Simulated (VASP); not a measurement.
# Ti5H in VASP: relaxation of the atoms with PBE

Aim: the relaxation of the atoms of Ti5H with PBE.

Program: VASP 6.6.1. These are calculated values, not measurements. Logs are shortened: lines on timing, memory, paths and dates and some standing lists are left out, and cuts for length are marked.

**1. The cell of the first run**

The cell holds a slab with vacuum, 6 atoms: a = 2.938 Å, b = 2.938 Å, c = 24.712 Å, α = 90.00°, β = 90.00°, γ = 120.00°.

**2. Relaxation of the atoms, PBE**

Contents of INCAR:

```
  ALGO = Fast
  DIPOL = 0.5 0.5 0.388
  EDIFF = 1E-7
  EDIFFG = -0.025
  ENCUT = 520
  GGA = PE
  IBRION = 2
  IDIPOL = 3
  ISIF = 2
  ISMEAR = 0
  LASPH = True
  LCHARG = False
  LDIPOL = True
  LREAL = False
  LWAVE = False
  NELM = 80
  NSW = 36
  PREC = Accurate
  SIGMA = 0.1
```

Contents of KPOINTS:

```
k-points
0
Gamma
  9 9 1
```

Contents of POSCAR:

```
Ti5H
1.0
    2.9381632086      0.0000000000      0.0000000000
   -1.4690816043      2.5445239791      0.0000000000
    0.0000000000      0.0000000000     24.7117068140
Ti H
5 1
Selective dynamics
Direct
    0.6666666667      0.3333333333      0.1618666015  F F F
    0.3333333333      0.6666666667      0.2559609806  F F F
    0.6666666667      0.3333333333      0.3506708119  F F F
    0.3333333333      0.6666666667      0.4475655916  F F F
    0.6666666667      0.3333333333      0.5346335206  F F F
    0.6666666667      0.8333333333      0.5769233037  F F T
```

Potentials or basis: VASP PAW PBE potentials, release 64 (Ti_sv, H).

On the command line:

```bash
$ cat potpaw_PBE.64/Ti_sv/POTCAR potpaw_PBE.64/H/POTCAR > POTCAR
$ mpirun -np 1 vasp_std > vasp.out
```

OUTCAR:

```text
EDIFF = 1E-7
   EDIFFG = -0.025
   ENCUT = 520
   GGA = PE
   IBRION = 2
   ISIF = 2
   ISMEAR = 0
   LASPH = True
   LREAL = False
   NELM = 80
   NSW = 36
   PREC = Accurate

 ion  position               nearest neighbor table
   1  0.667  0.333  0.162-   2 2.88   2 2.88   2 2.88
   2  0.333  0.667  0.256-   1 2.88   1 2.88   1 2.88   3 2.89   3 2.89   3 2.89
   3  0.667  0.333  0.351-   2 2.89   2 2.89   2 2.89
   4  0.333  0.667  0.448-   5 2.74   5 2.74   5 2.74
   5  0.667  0.333  0.535-   6 1.80   6 1.80   4 2.74   4 2.74   4 2.74
   6  0.667  0.833  0.577-   5 1.80   5 1.80

  LATTYP: Found a hexagonal cell.
 ALAT       =     2.9381632086
 C/A-ratio  =     8.4105970498

  Lattice vectors:

 A1 = (   2.9381632086,   0.0000000000,   0.0000000000)
 A2 = (  -1.4690816043,   2.5445239791,   0.0000000000)
 A3 = (   0.0000000000,   0.0000000000,  24.7117068140)

Analysis of symmetry for initial positions (statically):
=====================================================================
 Subroutine PRICEL returns:
 Original cell was already a primitive cell.

 Routine SETGRP: Setting up the symmetry group for a
 hexagonal supercell.

 Subroutine GETGRP returns: Found  2 space group operations
 (whereof  2 operations were pure point group operations)
 out of a pool of 24 trial point group operations.

The static configuration has the point symmetry C_1h.

Analysis of symmetry for dynamics (positions and initial velocities):
=====================================================================
 Subroutine PRICEL returns:
 Original cell was already a primitive cell.

 Routine SETGRP: Setting up the symmetry group for a
 hexagonal supercell.

 Subroutine GETGRP returns: Found  2 space group operations
 (whereof  2 operations were pure point group operations)
 out of a pool of 24 trial point group operations.

The dynamic configuration has the point symmetry C_1h.

Analysis of constrained symmetry for selective dynamics:
=====================================================================
 Subroutine PRICEL returns:
 Original cell was already a primitive cell.

 Routine SETGRP: Setting up the symmetry group for a
 hexagonal supercell.

 Subroutine GETGRP returns: Found  2 space group operations
 (whereof  2 operations were pure point group operations)
 out of a pool of 24 trial point group operations.

The constrained configuration has the point symmetry C_1h.

 Subroutine INISYM returns: Found  2 space group operations
 (whereof  2 operations are pure point group operations),
 and found     1 'primitive' translations

----------------------------------------------------------------------------------------

                                     Primitive cell

  volume of cell :     184.7503

  direct lattice vectors                    reciprocal lattice vectors
     2.938163209  0.000000000  0.000000000     0.340348690  0.196500408  0.000000000
    -1.469081604  2.544523979  0.000000000     0.000000000  0.393000816  0.000000000
     0.000000000  0.000000000 24.711706814     0.000000000  0.000000000  0.040466650

  length of vectors
     2.938163209  2.938163209 24.711706814     0.393000816  0.393000816  0.040466650

  position of ions in fractional coordinates (direct lattice)
     0.666666667  0.333333333  0.161866602
     0.333333333  0.666666667  0.255960981
     0.666666667  0.333333333  0.350670812
     0.333333333  0.666666667  0.447565592
     0.666666667  0.333333333  0.534633521
     0.666666667  0.833333333  0.576923304

  ion indices of the primitive-cell ions
   primitive index   ion index
                 1           1
                 2           2
                 3           3
                 4           4
                 5           5
                 6           6

----------------------------------------------------------------------------------------

 KPOINTS: k-points

Automatic generation of k-mesh.
 Grid dimensions read from file:
 generate k-points for:    9    9    1

 Generating k-lattice:

  Cartesian coordinates                     Fractional coordinates (reciprocal lattice)
     0.037816521  0.021833379  0.000000000     0.111111111  0.000000000  0.000000000
     0.000000000  0.043666757  0.000000000     0.000000000  0.111111111  0.000000000
     0.000000000  0.000000000  0.040466650     0.000000000  0.000000000  1.000000000

  Length of vectors
     0.043666757  0.043666757  0.040466650

  Shift w.r.t. Gamma in fractional coordinates (k-lattice)
     0.000000000  0.000000000  0.000000000

 Subroutine IBZKPT returns following result:
 ===========================================

 Found     25 irreducible k-points:

 Following reciprocal coordinates:
            Coordinates               Weight
  0.000000  0.000000  0.000000      1.000000
  0.111111 -0.000000  0.000000      2.000000
  0.000000  0.111111  0.000000      4.000000
  0.222222 -0.000000  0.000000      2.000000
  0.000000  0.222222  0.000000      4.000000
  0.333333 -0.000000  0.000000      2.000000
[... 16 lines left out ...]
 -0.222222 -0.444444  0.000000      4.000000
  0.444444  0.333333  0.000000      4.000000
   k-points           NKPTS =     25   k-points in BZ     NKDIM =     25   number of bands    NBANDS=     36
   number of dos      NEDOS =    301   number of ions     NIONS =      6
   total plane-waves  NPLWV = 110592
   dimension x,y,z NGX =    24 NGY =   24 NGZ =  192
   dimension x,y,z NGXF=    48 NGYF=   48 NGZF=  384
   ions per type =               5   1
   NGX,Y,Z   is equivalent  to a cutoff of  13.58, 13.58, 12.92 a.u.
   NGXF,Y,Z  is equivalent  to a cutoff of  27.16, 27.16, 25.83 a.u.
 SYSTEM =  unknown system
   PREC   = accura    normal or accurate (medium, high low for compatibility)
   ISTART =      0    job   : 0-new  1-cont  2-samecut
   ICHARG =      2    charge: 1-file 2-atom 10-const
   ISPIN  =      1    spin polarized calculation?
   LNONCOLLINEAR =      F non collinear calculations
   LSORBIT =      F    spin-orbit coupling
   LASPH  =      T    aspherical Exc in radial PAW
   ENCUT  =  520.0 eV  38.22 Ry    6.18 a.u.   5.46  5.46 45.95*2*pi/ulx,y,z
   NELM   =     80;   NELMIN=  2; NELMDL= -5     # of ELM steps
   EDIFF  = 0.1E-06   stopping-criterion for ELM
   LREAL  =      F    real-space projection
   EDIFFG = -.3E-01   stopping-criterion for IOM
   NSW    =     36    number of steps for IOM
   IBRION =      2    ionic relax: 0-MD 1-quasi-New 2-CG
   NFREE  =      1    steps in history (QN), initial steepest desc. (CG)
   ISIF   =      2    stress and relaxation
   ISYM   =      2    0-nonsym 1-usesym 2-fastsym
   POTIM  = 0.5000    time-step for ionic-motion
   TEBEG  =    0.0;   TEEND  =   0.0 temperature during run
   PSTRESS=    0.0 pullay stress
   NELECT =      61.0000    total number of electrons
   NUPDOWN=      -1.0000    fix difference up-down
   EMIN   =  10.00;   EMAX   =-10.00  energy-range for DOS
   EFERMI =   0.00;   METHOD = LEGACY
   ISMEAR =     0;   SIGMA  =   0.10  broadening in eV -4-tet -1-fermi 0-gaus
   EFERMI_NEDOS =   21; number of points for ismear=-14 and -15
   IALGO  =     68    algorithm
   IMIX   =      4    mixing-type and parameters
     AMIX     =   0.40;   BMIX     =  1.00
     AMIX_MAG =   1.60;   BMIX_MAG =  1.00
  volume/ion in A,a.u.               =      30.79       207.79
  Fermi-wavevector in a.u.,A,eV,Ry     =   1.131505  2.138234 17.419579  1.280303
  Thomas-Fermi vector in A             =   2.268204
   LORBIT       =      0    0 simple, 1 ext, 2 COOP (PROOUT), +10 PAW based schemes
   GGA     = PE    functional components
   LHFCALC =     F    Hartree Fock is set to
   AEXX    =    0.0000 exact exchange contribution
   IVDW    =     0    specifies the selected vdW correction
   LEPSILON=     F    determine dielectric tensor
   LRPA    =     F    only Hartree local field effects (RPA)
 conjugate gradient relaxation of ions
 non-spin polarized calculation
 RMM-DIIS sequential band-by-band and
 Gauss-broadening in eV      SIGMA  =   0.10
  energy-cutoff  :      520.00
  volume of cell :      184.75
 maximum number of plane-waves:      5059
 NGX is ok and might be reduce to    24
   NGX = 11   NGY = 11   NGZ = 91

--------------------------------------- Ionic step        1  -------------------------------------------

 number of electron      60.9999991 magnetization

 Free energy of the ion-electron system (eV)
  ---------------------------------------------------
  ext. energy  EPLUGINS =         0.00000000
  ---------------------------------------------------
  free energy    TOTEN  =       -41.43568944 eV

  energy without entropy =      -41.38795100  energy(sigma->0) =      -41.41182022

------------------------ aborting loop EDIFF was not reached (unconverged)  ----------------------------

  FORCE on cell =-STRESS in cart. coord.  units (eV):
  Direction    XX          YY          ZZ          XY          YZ          ZX
  --------------------------------------------------------------------------------------
  -------------------------------------------------------------------------------------
  Total       -1.2945315     -0.0849094     -0.3076962     -1.0475635      0.0879419      0.1523190
  in kB      -11.2263350     -0.7363446     -2.6683794     -9.0845982      0.7626430      1.3209287
  external PRESSURE =      -4.8770197 kB  Pullay stress =       0.0000000 kB
[... 61 lines left out ...]
  FREE ENERGIE OF THE ION-ELECTRON SYSTEM (eV)
  ---------------------------------------------------
  free  energy   TOTEN  =       -41.4495588456 eV

  energy  without entropy=      -41.4017559109  energy(sigma->0) =      -41.42565738

 dipolmoment           0.000000      0.000000     -0.043660 electrons x Angstroem

--------------------------------------- Ionic step        3  -------------------------------------------

 number of electron      60.9999991 magnetization

------------------------ aborting loop because EDIFF is reached ----------------------------------------

 vacuum level on the upper side and lower side of the slab       (xc-potential included)         0.034        -0.258

  FORCE on cell =-STRESS in cart. coord.  units (eV):
  Direction    XX          YY          ZZ          XY          YZ          ZX
  --------------------------------------------------------------------------------------
  -------------------------------------------------------------------------------------
  Total       -1.4002639     -0.6523772     -0.4216873     -0.6476889      0.0894011      0.1548470
  in kB      -12.1432595     -5.6574946     -3.6569233     -5.6168372      0.7752975      1.3428520
  external PRESSURE =      -7.1525591 kB  Pullay stress =       0.0000000 kB
[... 27 lines left out ...]
--------------------------------------- Ionic step        4  -------------------------------------------

 number of electron      60.9999991 magnetization

 dipolmoment           0.000000      0.000000      0.008309 electrons x Angstroem

 Free energy of the ion-electron system (eV)
  ---------------------------------------------------
  ext. energy  EPLUGINS =         0.00000000
  ---------------------------------------------------
  free energy    TOTEN  =       -41.47054113 eV

  energy without entropy =      -41.42308904  energy(sigma->0) =      -41.44681508

 E-fermi :   1.7034     XC(G=0):  -6.2901

 val. band max:        1.7013094792   @ k =  -0.1111   0.4444   0.0000
 cond. band min:       1.7050436828   @ k =   0.3333   0.1111   0.0000
 fundamental gap:      0.0037342035
 Fermi energy:         1.7033973685

 k-point     1 :       0.0000    0.0000    0.0000
  band No.  band energies     occupation
      1     -55.2673      2.00000
      2     -55.2637      2.00000
      3     -55.1053      2.00000
      4     -55.0481      2.00000
      5     -55.0122      2.00000
      6     -31.7870      2.00000
[... 925 lines left out ...]
     35       2.1341      0.00000
     36       2.2424      0.00000

 [... further k-points ...]

------------------------ aborting loop because EDIFF is reached ----------------------------------------

 vacuum level on the upper side and lower side of the slab       (xc-potential included)        -0.000        -0.291

  FORCE on cell =-STRESS in cart. coord.  units (eV):
  Direction    XX          YY          ZZ          XY          YZ          ZX
  --------------------------------------------------------------------------------------
  -------------------------------------------------------------------------------------
  Total       -1.4201043     -0.7105399     -0.4880638     -0.6145008      0.0892752      0.1546289
  in kB      -12.3153173     -6.1618882     -4.2325489     -5.3290259      0.7742057      1.3409608
  external PRESSURE =      -7.5699181 kB  Pullay stress =       0.0000000 kB
[... 21 lines left out ...]
  FREE ENERGIE OF THE ION-ELECTRON SYSTEM (eV)
  ---------------------------------------------------
  free  energy   TOTEN  =       -41.4705411260 eV

  energy  without entropy=      -41.4230890436  energy(sigma->0) =      -41.44681508

 reached required accuracy - stopping structural energy minimisation

 vacuum level on the upper side and lower side of the slab         6.242         5.948
```

It took 81 min on 1 thread of Oxide Virtual Turin-like, shared host; peak memory 0.38 GiB.

Results:

| Quantity | Value |
| --- | --- |
| Free energy | -41.4705 eV |
| Energy gained by relaxing | 5.8 meV/atom |
| Ionic steps | 4 |
| Band gap on the k mesh | zero (an odd number of electrons rules out a gap without spin polarisation) |

The path:
```tsv
step	energy change (eV)	largest force on free atoms (eV/Å)	pressure (GPa)
1	0.0000	0.5883	-0.49
2	-0.0139	0.4394	-0.41
3	-0.0345	0.0557	-0.72
4	-0.0349	0.0016	-0.76
```

Final structure:
```
CELL_PARAMETERS angstrom
2.93816 0.00000 0.00000
-1.46908 2.54452 0.00000
0.00000 0.00000 24.71171
ATOMIC_POSITIONS crystal
Ti 0.66667 0.33333 0.16187
Ti 0.33333 0.66667 0.25596
Ti 0.66667 0.33333 0.35067
Ti 0.33333 0.66667 0.44757
Ti 0.66667 0.33333 0.53463
H 0.66667 0.83333 0.58195
```

Levels at points of the mesh, in eV from the Fermi level:
```
           k point  band 28  band 29  band 30  band 31  band 32  band 33  band 34  band 35
(0.00, 0.00, 0.00)     0.11     0.41     0.51     0.59     0.64     0.65     0.66     0.73
```
